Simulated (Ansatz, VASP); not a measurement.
**Two plane-wave programs on HfN**

The input INCAR:

```
SYSTEM = HfN
PREC = Accurate
ENCUT = 520
EDIFF = 1E-8
ISMEAR = -1
SIGMA = 0.03
LREAL = .FALSE.
LASPH = .TRUE.
NELM = 60
ALGO = Normal
ISIF = 2
LWAVE = .FALSE.
LCHARG = .FALSE.
GGA = CA
LEFG = .TRUE.
NBANDS = 14
```

KPOINTS

```
Automatic mesh
0
G
  10 10 10
  0 0 0
```

File POSCAR:

```
HfN
1.0
    0.0000000000      2.2590000000      2.2590000000
    2.2590000000      0.0000000000      2.2590000000
    2.2590000000      2.2590000000      0.0000000000
Hf N
1 1
Direct
    0.0000000000      0.0000000000      0.0000000000
    0.5000000000      0.5000000000      0.5000000000
```

Input for Ansatz:

```yaml
crystal:
  lattice:
    - [0.0, 2.259, 2.259]
    - [2.259, 0.0, 2.259]
    - [2.259, 2.259, 0.0]
  atoms:
    - { symbol: Hf, position: [0.0, 0.0, 0.0] }
    - { symbol: "N", position: [0.5, 0.5, 0.5] }
kpoints:
  mp_grid: { grid: [10, 10, 10] }
  band_path:
    path:
      - [0.0, 0.0, 0.0]
      - [0.5, 0.0, 0.5]
      - [0.625, 0.25, 0.625]
      - [0.375, 0.375, 0.75]
      - [0.0, 0.0, 0.0]
      - [0.5, 0.5, 0.5]
      - [0.5, 0.25, 0.75]
      - [0.5, 0.0, 0.5]
    npoints: 14
scf:
  occupations: { method: fermi_dirac, width: 0.03 }
hamiltonian:
  xc: lda
  pseudopotentials: { kind: paw }
output:
  forces: true
  stress: true
  eigenvalues: true
  efg: { contact_densities: true }
  populations: true
  bader: true
  dos: { projected: true, de: 0.2, e_range: [-14, 8] }
  write_density: true
  write_potential: true
  elf: true
  volumetric_format: npy
```

Alike in both runs: task electric field gradients; functional LDA; k mesh 10 × 10 × 10; occupations fermi-dirac, width 0.03 eV; no spin polarisation.

|  | VASP | Ansatz |
| --- | --- | --- |
| version | VASP 6.6.1 | Ansatz 0.2.0 |
| potentials or method | VASP PAW LDA potentials, release 64 (Hf_pv, N) | PAW with Ansatz's default frozen-core files, scalar-relativistic |
| plane-wave cutoff (eV) | 520 | 420 |
| valence electrons in the cell | 15 | 31 |

|  | VASP | Ansatz | Ansatz less VASP |
| --- | --- | --- | --- |
| pressure (GPa) | -10.6 | -9.4 | +1.23 |

LDA's correlation is that of Perdew and Zunger in VASP and of Perdew and Wang (1992) in Ansatz. VASP's potentials hold 15 valence electrons a cell and Ansatz's 31, so a difference there can come from the potentials and not from the codes.

Neither program's run includes spin-orbit coupling.
